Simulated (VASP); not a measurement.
**MgCdS4: single point with PBE**

MgCdS4:

```
Mg Cd S
1.0
    -3.64966    3.64966    2.85630
     3.64966   -3.64966    2.85630
     3.64966    3.64966   -2.85630
Mg Cd S
1 1 4
Direct
  0.50000 0.50000 0.00000
  0.00000 0.00000 0.00000
  0.27399 0.27399 0.54798
  0.72601 0.72601 0.45202
  0.27399 0.72601 0.00000
  0.72601 0.27399 0.00000
```

```json
{"Program": "VASP 6.6.1", "Task": "single point", "Functional": "PBE", "Potentials or basis": "VASP PAW PBE potentials, release 64 (Mg, Cd, S)", "Cutoff": "520 eV", "k mesh": "4 × 4 × 4", "Occupations": "gaussian, width 0.1 eV", "Spin": "no spin polarisation"}
```

```
Pressure               : -0.7 GPa
Largest force          : 2.146 eV/Å
Band gap on the k mesh : zero (band 19 reaches 1.96 eV, above the bottom of band 20 at 0.64 eV)
```

Forces on the atoms (eV/Å):
```
Mg   0.000  0.000  0.000
Cd   0.000  0.000  0.000
S   -1.517 -1.517  0.000
S    1.517  1.517  0.000
S    1.517 -1.517  0.000
S   -1.517  1.517  0.000
```

Stress tensor (GPa, compression positive):
```
 1.43  0.00  0.00
 0.00  1.43  0.00
 0.00  0.00 -5.00
```

Levels at points of the mesh, in eV from the Fermi level:
| k point | band 16 | band 17 | band 18 | band 19 | band 20 | band 21 | band 22 | band 23 |
| --- | --- | --- | --- | --- | --- | --- | --- | --- |
| (0.00, 0.00, 0.00) | -1.38 | -0.98 | -0.98 | -0.34 | -0.26 | 0.87 | 2.02 | 2.75 |
| (0.50, 0.00, 0.00) | -1.44 | -1.10 | -0.85 | -0.79 | -0.20 | -0.02 | 0.87 | 2.82 |
| (0.50, 0.50, 0.00) | -2.02 | -1.58 | -0.39 | -0.07 | 0.93 | 1.47 | 1.67 | 2.98 |
| (0.50, 0.50, 0.50) | -1.09 | -0.17 | 0.15 | 0.15 | 1.46 | 1.46 | 1.96 | 3.20 |

It took 110 s on 1 thread of Intel(R) Xeon(R) Platinum 8488C (Sapphire Rapids), on a shared host, peak memory 0.33 GiB.

Caveat: forces of over 1 eV/Å act on the atoms, so gaps and moduli don't describe the material at rest.
